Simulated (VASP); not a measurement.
A run of VASP 6.6.1:

INCAR

```
SYSTEM = TiO2
ALGO = Normal
EDIFF = 1E-6
ENCUT = 520
GGA = PE
ISIF = 2
ISMEAR = 0
LASPH = .TRUE.
LCHARG = .TRUE.
LELF = .TRUE.
LREAL = .FALSE.
LVHAR = .TRUE.
LWAVE = .FALSE.
NBANDS = 33
NELM = 60
PREC = Accurate
SIGMA = 0.02
```

File KPOINTS:

```
k-points
0
G
  10 10 10
  0 0 0
```

The input POSCAR:

```
TiO2
1.0
   -1.8866760051      1.8866760051      4.7057941776
    1.8866760051     -1.8866760051      4.7057941776
    1.8866760051      1.8866760051     -4.7057941776
Ti O
2 4
Direct
    0.0000000000      0.0000000000      0.0000000000
    0.7500000000      0.2500000000      0.5000000000
    0.9601720305      0.4601720305      0.5000000000
    0.2101720305      0.2101720305      0.0000000000
    0.5398279695      0.0398279695      0.5000000000
    0.7898279695      0.7898279695      0.0000000000
```

Potentials or basis: VASP PAW PBE potentials, release 64 (Ti_sv, O).

Run with:

```bash
$ cat potpaw_PBE.64/Ti_sv/POTCAR potpaw_PBE.64/O/POTCAR > POTCAR
$ mpirun -np 1 vasp_std > vasp.out
```

Hardware: 1 thread of Intel Xeon 8259CL (shared host).

Question: Estimate the wall time of this run.

Answer: Run time: 9.1 min on 1 thread of Intel Xeon 8259CL (shared host), peak memory 0.36 GiB. Counts: scf iterations 15, k points 102.
